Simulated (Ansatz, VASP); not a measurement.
One calculation of Al2H, two programs

```xyz
6
Lattice="2.2667 1.3087 4.5462 -2.2667 1.3087 4.5462 0.0000 -2.6174 4.5462" Properties=species:S:1:pos:R:3 pbc="T T T"
Al    0.0000    0.0000    5.3913
Al    0.0000    0.0000    8.2473
Al    0.0000    0.0000   11.0021
Al    0.0000    0.0000    2.6365
H     0.0000    0.0000    0.4124
H     0.0000    0.0000   13.2262
```

Change from the starting cell: species swapped into the Li2Si type (R-3m, No. 166).

Alike in both runs: functional PBE; k mesh 4 × 4 × 4; occupations gaussian, width 0.2 eV; no spin polarisation.

Ansatz relaxed the structure, and its values are those at the end. VASP's run is a single point on that final structure, the one shown.

```csv
,VASP,Ansatz
version,VASP 6.6.1,Ansatz 0.2.0
potentials or method,"VASP PAW PBE potentials, release 64 (Al, H), cutoff 500 eV","scalar-relativistic, plane waves, PAW"
valence electrons in the cell,14,14
```

Ansatz gave:

```
gap on the k mesh at the Fermi level (eV) : none
pressure (GPa)                            : 0.1
rms of the force components (eV/Å)        : 0.023
```

Task: Estimate VASP's values.

Result: gap on the k mesh at the Fermi level (eV): none; pressure (GPa): 0.0; rms of the force components (eV/Å): 0.021.

A gap of «none» marks a metal or a gap that the smearing closes.

The k mesh is coarse, so the values compare programs but aren't converged.
